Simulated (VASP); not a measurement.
# Sr2Ca (P6/mmm) in VASP: further runs, part 2 of 2

VASP 6.6.1.

### 5 Single point, PBE

This run uses another cell than the first one, of 50.34 Å³/atom.

The input, INCAR:

```
SYSTEM = Sr2Ca
PREC = Accurate
ENCUT = 520
EDIFF = 1E-7
ISMEAR = 0
SIGMA = 0.1
LREAL = .False.
LASPH = .True.
NELM = 80
ALGO = Fast
ISIF = 2
LWAVE = .False.
LCHARG = .False.
GGA = PE
NBANDS = 22
```

The input, KPOINTS:

```
regular mesh
0
Gamma
  12 12 12
  0 0 0
```

The input, POSCAR:

```
Sr2Ca
1.0
    6.6490573057      0.0000000000      0.0000000000
   -3.3245286528      5.7582525380      0.0000000000
    0.0000000000      0.0000000000      3.9447866591
Sr Ca
2 1
Direct
    0.3333333333      0.6666666667      0.5000000000
    0.6666666667      0.3333333333      0.5000000000
    0.0000000000      0.0000000000      0.0000000000
```

Potentials or basis: VASP PAW PBE potentials, release 64 (Sr_sv, Ca_sv).

Launch:

```sh
cat potpaw_PBE.64/Sr_sv/POTCAR potpaw_PBE.64/Ca_sv/POTCAR > POTCAR
mpirun -np 1 vasp_std > vasp.out
```

OUTCAR:

```text
SYSTEM = Sr2Ca
   PREC = Accurate
   ENCUT = 520
   EDIFF = 1E-7
   ISMEAR = 0
   LREAL = .False.
   LASPH = .True.
   NELM = 80
   ISIF = 2
   GGA = PE

 ion  position               nearest neighbor table
   1  0.333  0.667  0.500-   2 3.84   2 3.84   2 3.84
   2  0.667  0.333  0.500-   1 3.84   1 3.84   1 3.84
   3  0.000  0.000  0.000-

  LATTYP: Found a hexagonal cell.
 ALAT       =     6.6490573057
 C/A-ratio  =     0.5932851046

  Lattice vectors:

 A1 = (   6.6490573057,   0.0000000000,   0.0000000000)
 A2 = (  -3.3245286528,   5.7582525380,   0.0000000000)
 A3 = (   0.0000000000,   0.0000000000,   3.9447866591)

Analysis of symmetry for initial positions (statically):
=====================================================================
 Subroutine PRICEL returns:
 Original cell was already a primitive cell.

 Routine SETGRP: Setting up the symmetry group for a
 hexagonal supercell.

 Subroutine GETGRP returns: Found 24 space group operations
 (whereof 24 operations were pure point group operations)
[... 158 lines left out ...]
 number of electron      30.0000001 magnetization

 Free energy of the ion-electron system (eV)
  ---------------------------------------------------
  ext. energy  EPLUGINS =         0.00000000
  ---------------------------------------------------
  free energy    TOTEN  =        -4.97205542 eV

  energy without entropy =       -4.93833372  energy(sigma->0) =       -4.95519457

 E-fermi :   1.6991     XC(G=0):  -7.4851

 val. band max:        1.6980654986   @ k =   0.1667   0.1667   0.5000
 cond. band min:       1.6993764252   @ k =   0.2500   0.0000   0.5000
 fundamental gap:      0.0013109266
 Fermi energy:         1.6991003396

 k-point     1 :       0.0000    0.0000    0.0000
  band No.  band energies     occupation
      1     -40.6401      2.00000
      2     -34.8406      2.00000
      3     -34.8125      2.00000
      4     -21.6046      2.00000
      5     -21.6046      2.00000
      6     -21.5926      2.00000
[... 589 lines left out ...]
     21       3.5574      0.00000
     22       4.2103      0.00000

 [... further k-points ...]
[... 5 lines left out ...]
  --------------------------------------------------------------------------------------
  -------------------------------------------------------------------------------------
  Total        0.0033329      0.0033329     -0.0032693      0.0000000     -0.0000000      0.0000000
  in kB        0.0353559      0.0353559     -0.0346807      0.0000000     -0.0000000      0.0000000
  external PRESSURE =       0.0120103 kB  Pullay stress =       0.0000000 kB

 VOLUME and BASIS-vectors are now :
 -----------------------------------------------------------------------------
  energy-cutoff  :      520.00
  volume of cell :      151.03
      direct lattice vectors                 reciprocal lattice vectors
     6.649057306  0.000000000  0.000000000     0.150397260  0.086831899  0.000000000
    -3.324528653  5.758252538  0.000000000     0.000000000  0.173663797  0.000000000
     0.000000000  0.000000000  3.944786659     0.000000000  0.000000000  0.253499134

 POSITION                                       TOTAL-FORCE (eV/Angst)
 -----------------------------------------------------------------------------------
     -0.00000      3.83884      1.97239         0.000000     -0.000000      0.000000
      3.32453      1.91942      1.97239        -0.000000      0.000000      0.000000
      0.00000      0.00000      0.00000         0.000000     -0.000000      0.000000
 -----------------------------------------------------------------------------------
    total drift:                                0.000000     -0.000000      0.000000

  FREE ENERGIE OF THE ION-ELECTRON SYSTEM (eV)
  ---------------------------------------------------
  free  energy   TOTEN  =        -4.9720554179 eV

  energy  without entropy=       -4.9383337195  energy(sigma->0) =       -4.95519457
```

stdout:

```text
POSCAR found type information on POSCAR SrCa
 POSCAR found :  2 types and       3 ions
[... 73 lines left out ...]
 num prob  num prob  num prob  num prob  num prob  num prob  num prob  num prob  num prob  num prob  num prob  num prob  num prob  num prob  num prob  num prob RMM:  40    -0.497204541610E+01   -0.13418E-05   -0.14204E-05  6427   0.104E-02    0.325E-02
 num prob  num prob  num prob  num prob  num prob  num prob  num prob  num prob  num prob  num prob  num prob  num prob RMM:  41    -0.497204663696E+01   -0.12209E-05   -0.13983E-05  5671   0.968E-03    0.332E-02
 num prob  num prob  num prob  num prob  num prob  num prob  num prob  num prob  num prob  num prob  num prob  num prob  num prob  num prob  num prob  num prob  num prob  num prob  num prob  num prob  num prob  num prob  num prob  num prob  num prob  num prob  num prob RMM:  42    -0.497204768363E+01   -0.10467E-05   -0.11181E-05  4974   0.890E-03    0.342E-02
 num prob  num prob WARNING in EDDRMM: call to ZHEGV failed, ret
```

Wall time 15 min (1 thread of AMD EPYC 9R45 (Zen 5), shared host); peak memory 0.56 GiB.

What came out:

- Free energy: -4.9721 eV
- Pressure: 0.0 GPa
- Band gap on the k mesh: zero (bands 15 and 16 overlap by 0.24 eV)

### 6 The runs side by side

```tsv
task	cell	k mesh	cutoff (eV)	gap on the mesh (eV)	pressure (GPa)
single point	a = 5.556, b = 5.556, c = 3.532 Å, angles 90.0, 90.0, 120.0°, 3 atoms	6 × 6 × 6	520	none	12.8
single point	a = 6.641, b = 6.641, c = 3.931 Å, angles 90.0, 90.0, 120.0°, 3 atoms	6 × 6 × 6	520	none	0.1
relaxation of cell and atoms	relaxed from a = 5.556, b = 5.556, c = 3.532 Å, angles 90.0, 90.0, 120.0°, 3 atoms	6 × 6 × 6	600	none	0.0
single point	a = 6.649, b = 6.649, c = 3.945 Å, angles 90.0, 90.0, 120.0°, 3 atoms	12 × 12 × 12	520	none	0.0
```

Alike in all rows: level PBE; potentials or basis VASP PAW PBE potentials, release 64 (Sr_sv, Ca_sv); no spin polarisation; smearing gaussian 0.1 eV.

Caveats: the cell stands under pressure (at least some runs); the volume moved by over 15 % at a fixed basis, so the end points are rough (at least some runs).

Total energies depend on the potentials used, so only differences within one code and one set of settings carry meaning.
